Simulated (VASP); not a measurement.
# BaS (Fm-3m) in VASP: settings compared, part 2 of 2

VASP 6.6.1. Earlier steps stand in the parts before.

## Step 4: Vibrations by perturbation theory, PBE

The input, INCAR:

```
SYSTEM = BaS
PREC     = Accurate       ! precision mode
ENCUT    = 520            ! plane-wave cutoff, eV
EDIFF    = 1E-8           ! SCF threshold, eV
ISMEAR   = -1             ! smearing method
SIGMA    = 0.05           ! smearing width, eV
LREAL    = .False.        ! projectors in reciprocal space
LASPH    = .True.         ! aspherical terms in the spheres
NELM     = 100            ! most SCF steps
ALGO     = Normal         ! electronic algorithm
ISIF     = 2              ! what is computed and relaxed
LWAVE    = .False.        ! write WAVECAR
LCHARG   = .False.        ! write CHGCAR
GGA      = PE             ! functional
IBRION   = 8              ! ionic algorithm
NSW      = 1              ! ionic steps
```

The input, KPOINTS:

```
regular mesh
0
Gamma
  5 5 5
  0 0 0
```

The input, POSCAR:

```
BaS
1.0
    0.0000000000      3.1937500000      3.1937500000
    3.1937500000      0.0000000000      3.1937500000
    3.1937500000      3.1937500000      0.0000000000
Ba S
1 1
Direct
    0.0000000000      0.0000000000      0.0000000000
    0.5000000000      0.5000000000      0.5000000000
```

Potentials or basis: VASP PAW PBE potentials, release 64 (Ba_sv, S).

Run with:

```sh
$ cat potpaw_PBE.64/Ba_sv/POTCAR potpaw_PBE.64/S/POTCAR > POTCAR
$ mpirun -np 1 vasp_std > vasp.out
```

OUTCAR:

```text
SYSTEM = BaS
   PREC = Accurate
   ENCUT = 520
   EDIFF = 1E-8
   ISMEAR = -1
   LREAL = .False.
   LASPH = .True.
   NELM = 100
   ISIF = 2
   GGA = PE
   IBRION = 8
   NSW = 1

 ion  position               nearest neighbor table
   1  0.000  0.000  0.000-   2 3.19   2 3.19   2 3.19   2 3.19   2 3.19   2 3.19
   2  0.500  0.500  0.500-   1 3.19   1 3.19   1 3.19   1 3.19   1 3.19   1 3.19

  LATTYP: Found a face centered cubic cell.
 ALAT       =     6.3875000000

  Lattice vectors:

 A1 = (   0.0000000000,   3.1937500000,   3.1937500000)
 A2 = (   3.1937500000,   0.0000000000,   3.1937500000)
 A3 = (   3.1937500000,   3.1937500000,   0.0000000000)

Analysis of symmetry for initial positions (statically):
=====================================================================
 Subroutine PRICEL returns:
 Original cell was already a primitive cell.

 Routine SETGRP: Setting up the symmetry group for a
 face centered cubic supercell.

 Subroutine GETGRP returns: Found 48 space group operations
 (whereof 48 operations were pure point group operations)
 out of a pool of 48 trial point group operations.

The static configuration has the point symmetry O_h .

Analysis of symmetry for dynamics (positions and initial velocities):
=====================================================================
 Subroutine PRICEL returns:
 Original cell was already a primitive cell.

 Routine SETGRP: Setting up the symmetry group for a
 face centered cubic supercell.

 Subroutine GETGRP returns: Found 48 space group operations
 (whereof 48 operations were pure point group operations)
 out of a pool of 48 trial point group operations.

The dynamic configuration has the point symmetry O_h .

 Subroutine INISYM returns: Found 48 space group operations
 (whereof 48 operations are pure point group operations),
 and found     1 'primitive' translations

----------------------------------------------------------------------------------------

                                     Primitive cell

  volume of cell :      65.1527

  direct lattice vectors                    reciprocal lattice vectors
     0.000000000  3.193750000  3.193750000    -0.156555773  0.156555773  0.156555773
     3.193750000  0.000000000  3.193750000     0.156555773 -0.156555773  0.156555773
     3.193750000  3.193750000  0.000000000     0.156555773  0.156555773 -0.156555773

  length of vectors
     4.516644565  4.516644565  4.516644565     0.271162553  0.271162553  0.271162553

  position of ions in fractional coordinates (direct lattice)
     0.000000000  0.000000000  0.000000000
     0.500000000  0.500000000  0.500000000

  ion indices of the primitive-cell ions
   primitive index   ion index
                 1           1
                 2           2

[... 124 lines left out ...]
     10       5.3226      0.00000
     11       5.3226      0.00000
     12       5.3226      0.00000
[... 123 lines left out ...]
      1     -24.5662      2.00000
      2     -10.3852      2.00000
      3      -9.9504      2.00000
      4      -9.8809      2.00000
      5      -8.2048      2.00000
      6       0.2918      2.00000
      7       0.7228      2.00000
      8       1.0124      2.00000
      9       5.1565      0.00000
     10       6.6543      0.00000
     11       7.6235      0.00000
     12       8.5450      0.00000

------------------------ aborting loop because EDIFF is reached ----------------------------------------

  FORCE on cell =-STRESS in cart. coord.  units (eV):
  Direction    XX          YY          ZZ          XY          YZ          ZX
  --------------------------------------------------------------------------------------
  -------------------------------------------------------------------------------------
  Total        0.5846555      0.5846555      0.5846555      0.0000000      0.0000000      0.0000000
  in kB       14.3773180     14.3773180     14.3773180      0.0000000      0.0000000      0.0000000
  external PRESSURE =      14.3773180 kB  Pullay stress =       0.0000000 kB

 VOLUME and BASIS-vectors are now :
 -----------------------------------------------------------------------------
  energy-cutoff  :      520.00
  volume of cell :       65.15
      direct lattice vectors                 reciprocal lattice vectors
     0.000000000  3.193750000  3.193750000    -0.156555773  0.156555773  0.156555773
     3.193750000  0.000000000  3.193750000     0.156555773 -0.156555773  0.156555773
     3.193750000  3.193750000  0.000000000     0.156555773  0.156555773 -0.156555773

 POSITION                                       TOTAL-FORCE (eV/Angst)
 -----------------------------------------------------------------------------------
      0.00000      0.00000      0.00000         0.000000      0.000000      0.000000
      3.19375      3.19375      3.19375        -0.000000     -0.000000     -0.000000
 -----------------------------------------------------------------------------------
    total drift:                                0.000000      0.000000      0.000000

  FREE ENERGIE OF THE ION-ELECTRON SYSTEM (eV)
  ---------------------------------------------------
  free  energy   TOTEN  =       -10.1838363904 eV

  energy  without entropy=      -10.1838363904  energy(sigma->0) =      -10.18383639

[... ionic steps 2 to 3 ...]

--------------------------------------- Ionic step        4  -------------------------------------------

------------------------ aborting loop because EDIFF is reached ----------------------------------------

[... ionic steps 5 to 6 ...]

--------------------------------------- Ionic step        7  -------------------------------------------

 Free energy of the ion-electron system (eV)
  ---------------------------------------------------
  ---------------------------------------------------
  free energy    TOTEN  =        -0.11227921 eV

  energy without entropy =       -0.11227921

------------------------ aborting loop because EDIFF is reached ----------------------------------------

 INTERNAL STRAIN TENSOR  FOR ION    2  DIRECTION 1   (eV/Angst):
 -----------------------------------------------------------------------------
    -0.01834  0.00000  0.00000
     0.00000  0.00378 -0.00000
     0.00000 -0.00000  0.00378

 INTERNAL STRAIN TENSOR FOR ION    2 for displacements in x,y,z  (eV/Angst):
          X           Y           Z          XY          YZ          ZX
  --------------------------------------------------------------------------------
  x     0.00000     0.00000     0.00000     0.00000     0.00000     0.00000
  y     0.00000     0.00000     0.00000     0.00000     0.00000     0.00000
  z     0.00000     0.00000     0.00000     0.00000     0.00000     0.00000

 SECOND DERIVATIVES (NOT SYMMETRIZED)
 ------------------------------------
               1X          1Y          1Z          2X          2Y          2Z
  1X    -2.085690    0.000000    0.000000    2.085690    0.000000    0.000000
  1Y     0.000000   -2.085690    0.000000    0.000000    2.085690    0.000000
  1Z     0.000000    0.000000   -2.085690    0.000000    0.000000    2.085690
  2X     2.090792    0.000000    0.000000   -2.090792    0.000000    0.000000
  2Y     0.000000    2.090792    0.000000    0.000000   -2.090792    0.000000
  2Z     0.000000    0.000000    2.090792    0.000000    0.000000   -2.090792

 Eigenvectors and eigenvalues of the dynamical matrix
 ----------------------------------------------------

   1 f  =    4.432546 THz    27.850508 2PiTHz  147.853819 cm-1    18.331529 meV
             X         Y         Z           dx          dy          dz
      0.000000  0.000000  0.000000     0.000000    0.434655    0.000000
      3.193750  3.193750  3.193750     0.000000   -0.900597    0.000000
[... 21 lines left out ...]
   6 f/i=    0.002120 THz     0.013318 2PiTHz    0.070702 cm-1     0.008766 meV
             X         Y         Z           dx          dy          dz
      0.000000  0.000000  0.000000     0.000000    0.000000    0.900597
      3.193750  3.193750  3.193750     0.000000    0.000000    0.434655

--------------------------------------------------------------------------------------------------------

 ELASTIC MODULI CONTR FROM IONIC RELAXATION (kBar)
 Direction    XX          YY          ZZ          XY          YZ          ZX
 --------------------------------------------------------------------------------
 XX           0.0000      0.0000      0.0000      0.0000      0.0000      0.0000
 YY           0.0000      0.0000      0.0000      0.0000      0.0000      0.0000
 ZZ           0.0000      0.0000      0.0000      0.0000      0.0000      0.0000
 XY           0.0000      0.0000      0.0000      0.0000      0.0000      0.0000
 YZ           0.0000      0.0000      0.0000      0.0000      0.0000      0.0000
 ZX           0.0000      0.0000      0.0000      0.0000      0.0000      0.0000
 --------------------------------------------------------------------------------
```

Run time: 95 s. Hardware: 1 thread of Intel Xeon Platinum 8259CL at 2.50GHz (Skylake/Cascade Lake), shared host; peak memory 0.26 GiB.

Results:

- Highest phonon frequency at Γ, LO-TO splitting left out: 148 cm⁻¹

Phonon frequencies in cm⁻¹ (negative: imaginary):
```tsv
q point	frequencies
(0.000, 0.000, 0.000)	0 0 0 148 148 148
```

Caveat: the cell wasn't relaxed at this level first, which shifts response properties; spin-orbit coupling is left out, which moves the levels of the heavy elements.

## Step 5: Vibrations by perturbation theory, PBEsol

The input, INCAR:

```
SYSTEM = BaS
ALGO     = Normal         ! electronic algorithm
EDIFF    = 1E-8           ! SCF threshold, eV
ENCUT    = 520            ! plane-wave cutoff, eV
GGA      = PS             ! functional
IBRION   = 8              ! ionic algorithm
ISIF     = 2              ! what is computed and relaxed
ISMEAR   = -1             ! smearing method
LASPH    = .True.         ! aspherical terms in the spheres
LCHARG   = .False.        ! write CHGCAR
LREAL    = .False.        ! projectors in reciprocal space
LWAVE    = .False.        ! write WAVECAR
NBANDS   = 15             ! bands
NELM     = 60             ! most SCF steps
NSW      = 1              ! ionic steps
PREC     = Accurate       ! precision mode
SIGMA    = 0.05           ! smearing width, eV
```

The input, KPOINTS:

```
k-points
0
Gamma
  5 5 5
  0 0 0
```

POSCAR is that of step 4.

Potentials or basis: VASP PAW PBE potentials, release 64 (Ba_sv, S).

Run with:

```sh
$ cat potpaw_PBE.64/Ba_sv/POTCAR potpaw_PBE.64/S/POTCAR > POTCAR
$ mpirun -np 1 vasp_std > vasp.out
```

OUTCAR:

```text
SYSTEM = BaS
   EDIFF = 1E-8
   ENCUT = 520
   GGA = PS
   IBRION = 8
   ISIF = 2
   ISMEAR = -1
   LASPH = .True.
   LREAL = .False.
   NELM = 60
   NSW = 1
   PREC = Accurate

 ion  position               nearest neighbor table
   1  0.000  0.000  0.000-   2 3.19   2 3.19   2 3.19   2 3.19   2 3.19   2 3.19
   2  0.500  0.500  0.500-   1 3.19   1 3.19   1 3.19   1 3.19   1 3.19   1 3.19

  LATTYP: Found a face centered cubic cell.
 ALAT       =     6.3875000000

  Lattice vectors:

 A1 = (   0.0000000000,   3.1937500000,   3.1937500000)
 A2 = (   3.1937500000,   0.0000000000,   3.1937500000)
 A3 = (   3.1937500000,   3.1937500000,   0.0000000000)

Analysis of symmetry for initial positions (statically):
=====================================================================
 Subroutine PRICEL returns:
[... 392 lines left out ...]
  energy without entropy =       -0.11148047

------------------------ aborting loop because EDIFF is reached ----------------------------------------

 INTERNAL STRAIN TENSOR  FOR ION    2  DIRECTION 1   (eV/Angst):
 -----------------------------------------------------------------------------
    -0.01864  0.00000  0.00000
     0.00000  0.00378 -0.00000
     0.00000 -0.00000  0.00378

 INTERNAL STRAIN TENSOR FOR ION    2 for displacements in x,y,z  (eV/Angst):
          X           Y           Z          XY          YZ          ZX
  --------------------------------------------------------------------------------
  x     0.00000     0.00000     0.00000     0.00000     0.00000     0.00000
  y     0.00000     0.00000     0.00000     0.00000     0.00000     0.00000
  z     0.00000     0.00000     0.00000     0.00000     0.00000     0.00000

 SECOND DERIVATIVES (NOT SYMMETRIZED)
 ------------------------------------
               1X          1Y          1Z          2X          2Y          2Z
  1X    -1.926612    0.000000    0.000000    1.926612    0.000000    0.000000
  1Y     0.000000   -1.926612    0.000000    0.000000    1.926612    0.000000
  1Z     0.000000    0.000000   -1.926612    0.000000    0.000000    1.926612
  2X     1.930393    0.000000    0.000000   -1.930393    0.000000    0.000000
  2Y     0.000000    1.930393    0.000000    0.000000   -1.930393    0.000000
  2Z     0.000000    0.000000    1.930393    0.000000    0.000000   -1.930393

 Eigenvectors and eigenvalues of the dynamical matrix
 ----------------------------------------------------

   1 f  =    4.259322 THz    26.762107 2PiTHz  142.075674 cm-1    17.615131 meV
             X         Y         Z           dx          dy          dz
      0.000000  0.000000  0.000000     0.000000    0.434740   -0.000000
      3.193750  3.193750  3.193750    -0.000000   -0.900556   -0.000000
[... 21 lines left out ...]
   6 f/i=    0.001635 THz     0.010270 2PiTHz    0.054521 cm-1     0.006760 meV
             X         Y         Z           dx          dy          dz
      0.000000  0.000000  0.000000     0.635699   -0.637536    0.020889
      3.193750  3.193750  3.193750     0.306881   -0.307768    0.010084

--------------------------------------------------------------------------------------------------------

 ELASTIC MODULI CONTR FROM IONIC RELAXATION (kBar)
 Direction    XX          YY          ZZ          XY          YZ          ZX
 --------------------------------------------------------------------------------
 XX           0.0000      0.0000      0.0000      0.0000      0.0000      0.0000
 YY           0.0000      0.0000      0.0000      0.0000      0.0000      0.0000
 ZZ           0.0000      0.0000      0.0000      0.0000      0.0000      0.0000
 XY           0.0000      0.0000      0.0000      0.0000      0.0000      0.0000
 YZ           0.0000      0.0000      0.0000      0.0000      0.0000      0.0000
 ZX           0.0000      0.0000      0.0000      0.0000      0.0000      0.0000
 --------------------------------------------------------------------------------
```

OSZICAR:

```text
N       E                     dE             d eps       ncg     rms          rms(c)
DAV:   1     0.855829918941E+02    0.85583E+02   -0.67264E+03   300   0.927E+02
DAV:   2    -0.619353335203E+01   -0.91777E+02   -0.83647E+02   450   0.169E+02
DAV:   3    -0.110769964933E+02   -0.48835E+01   -0.48496E+01   400   0.411E+01
[... 50 lines left out ...]
RMM:  14    -0.111479760244E+00   -0.52384E-06    0.13584E-06   938   0.958E-05    0.370E-04
RMM:  15    -0.111480154138E+00   -0.39389E-06    0.70788E-07   925   0.696E-05    0.165E-04
RMM:  16    -0.111480384985E+00   -0.23085E-06    0.56545E-07   960   0.409E-05    0.498E-05
RMM:  17    -0.111480460573E+00   -0.75588E-07    0.37371E-07  1015   0.150E-05    0.980E-06
RMM:  18    -0.111480471066E+00   -0.10494E-07    0.15761E-07   969   0.331E-06    0.339E-06
RMM:  19    -0.111480470672E+00    0.39490E-09    0.34873E-08   619   0.107E-06    0.985E-07
 Linear response finished
```

It took 96 s on 1 thread of Intel Xeon Platinum 8259CL at 2.50GHz (Skylake/Cascade Lake), shared host; peak memory 0.26 GiB.

What came out:

| Quantity | Value |
| --- | --- |
| Highest phonon frequency at Γ, LO-TO splitting left out | 142 cm⁻¹ |

Phonon frequencies in cm⁻¹ (negative: imaginary):
```csv
q point,frequencies
"(0.000, 0.000, 0.000)",0 0 0 142 142 142
```

Caveat: the PAW data sets were made with another functional, which shifts forces and pressure a little; spin-orbit coupling is left out, which moves the levels of the heavy elements.

## Step 6: Elastic constants, PBEsol

The input, INCAR:

```
ALGO = Normal ; EDIFF = 1E-8
ENCUT = 600 ; GGA = PS
IBRION = 6 ; ISIF = 3
ISMEAR = -1 ; LASPH = True
LCHARG = True ; LREAL = False
LWAVE = False ; NBANDS = 15
NELM = 100 ; NFREE = 2
NSW = 1 ; POTIM = 0.015
PREC = Accurate ; SIGMA = 0.05
```

The input, KPOINTS:

```
k-points
0
Gamma
  5 5 5
```

POSCAR is that of step 5.

Potentials or basis: VASP PAW PBE potentials, release 64 (Ba_sv, S).

Run with:

```sh
$ cat potpaw_PBE.64/Ba_sv/POTCAR potpaw_PBE.64/S/POTCAR > POTCAR
$ mpirun -np 1 vasp_std > vasp.out
```

It took 3.4 min on 1 thread of Intel Xeon Platinum 8488C (Sapphire Rapids), shared host; peak memory 0.26 GiB.

The run converged. Its results:

```
Elastic constants C11, C12, C44                         : 100, 17, 19 GPa
Voigt bulk modulus                                      : 44 GPa
Highest phonon frequency at Γ, LO-TO splitting left out : 142 cm⁻¹
```

Phonon frequencies in cm⁻¹ (negative: imaginary):
| q point | frequencies |
| --- | --- |
| (0.000, 0.000, 0.000) | 0 0 0 142 142 142 |

Elastic tensor in Voigt notation (GPa, in the Cartesian axes of the cell as first typed):
```
100  17  17   0   0   0
 17 100  17   0   0   0
 17  17 100   0   0   0
  0   0   0  19   0   0
  0   0   0   0  19   0
  0   0   0   0   0  19
```

Clamped-ion elastic tensor (GPa):
```
100  17  17   0   0   0
 17 100  17   0   0   0
 17  17 100   0   0   0
  0   0   0  19   0   0
  0   0   0   0  19   0
  0   0   0   0   0  19
```

Caveat: the PAW data sets were made with another functional, which shifts forces and pressure a little; spin-orbit coupling is left out, which moves the levels of the heavy elements.

## Step 7: Summary

```csv
task,level,spin,k mesh,cutoff (eV),smearing,ions in elastic constants,gap on the mesh (eV)
dielectric tensor,PBEsol,off,7 × 7 × 7,520,gaussian 0.01 eV,-,2.04
dielectric tensor,PBE,"collinear, zero start",7 × 7 × 7,520,gaussian 0.01 eV,-,2.17
vibrations by perturbation theory,PBE,off,5 × 5 × 5,520,fermi-dirac 0.05 eV,-,-
vibrations by perturbation theory,PBEsol,off,5 × 5 × 5,520,fermi-dirac 0.05 eV,-,-
elastic constants,PBEsol,off,5 × 5 × 5,600,fermi-dirac 0.05 eV,relaxed,-
```

Alike in all rows: potentials or basis VASP PAW PBE potentials, release 64 (Ba_sv, S); cell as given.

Caveats: spin-orbit coupling is left out, which moves the levels of the heavy elements; the PAW data sets were made with another functional, which shifts forces and pressure a little (some runs); the cell wasn't relaxed at this level first, which shifts response properties (some runs).

Absolute energies hang on the potentials; compare differences alone.
